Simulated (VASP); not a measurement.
Input of a VASP 6.6.1 run:

INCAR

```
ALGO = Normal
EDIFF = 1E-6
ENCUT = 520
GGA = PE
ISIF = 2
ISMEAR = 0
LASPH = T
LCHARG = F
LREAL = F
LWAVE = F
NBANDS = 26
NELM = 80
PREC = Accurate
SIGMA = 0.1
```

KPOINTS

```
k-points
0
Gamma
  12 12 8
```

POSCAR

```
Nb2SiB2
1.0
    4.2967359994      0.0000000000      0.0000000000
   -2.1483679997      3.7210825289      0.0000000000
    0.0000000000      0.0000000000      4.5622461473
Nb Si B
2 1 2
Direct
    0.3333333333      0.6666666667      0.5000000000
    0.6666666667      0.3333333333      0.5000000000
    0.0000000000      0.0000000000      0.0000000000
    0.3333333333      0.6666666667      0.0000000000
    0.6666666667      0.3333333333      0.0000000000
```

Potentials or basis: VASP PAW PBE potentials, release 64 (Nb_sv, Si, B).

The run is started by

```sh
$ cat potpaw_PBE.64/Nb_sv/POTCAR potpaw_PBE.64/Si/POTCAR potpaw_PBE.64/B/POTCAR > POTCAR
$ mpirun -np 1 vasp_std > vasp.out
```

(1) Estimate the band gap on the k mesh.

(2) What does it give for the pressure?

## Answers

(1) zero (band 18 reaches 9.08 eV, above the bottom of band 19 at 8.12 eV).

(2) -0.1 GPa.
